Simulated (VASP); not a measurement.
Input of a VASP 6.6.1 run:

INCAR

```
SYSTEM = BAs
ALGO = Normal
EDIFF = 1E-7
ENCUT = 520
GGA = PE
ISIF = 2
ISMEAR = 0
LASPH = .True.
LCHARG = .True.
LELF = .True.
LREAL = .False.
LVHAR = .True.
LWAVE = .False.
NBANDS = 11
NELM = 80
PREC = Accurate
SIGMA = 0.05
```

The input KPOINTS:

```
k-points
0
Gamma
  10 10 10
  0 0 0
```

File POSCAR:

```
BAs
1.0
    0.0000000000      2.3885000000      2.3885000000
    2.3407300000      0.0000000000      2.3885000000
    2.3407300000      2.3885000000      0.0000000000
B As
1 1
Direct
    0.0000000000      0.0000000000      0.0000000000
    0.7500000000      0.7500000000      0.7500000000
```

Potentials or basis: VASP PAW PBE potentials, release 64 (B, As).

Command:

```bash
$ cat potpaw_PBE.64/B/POTCAR potpaw_PBE.64/As/POTCAR > POTCAR
$ mpirun -np 1 vasp_std > vasp.out
```

(1) What does it give for the pressure?

(2) Estimate the band gap on the k mesh.

Results:

(1) 6.5 GPa.

(2) 0.85 eV, indirect (least direct gap 3.09 eV).

Caveat: the cell differs from its parent crystal (strain -0.0200 x Voigt [1, 0, 0, 0, 0, 0]).
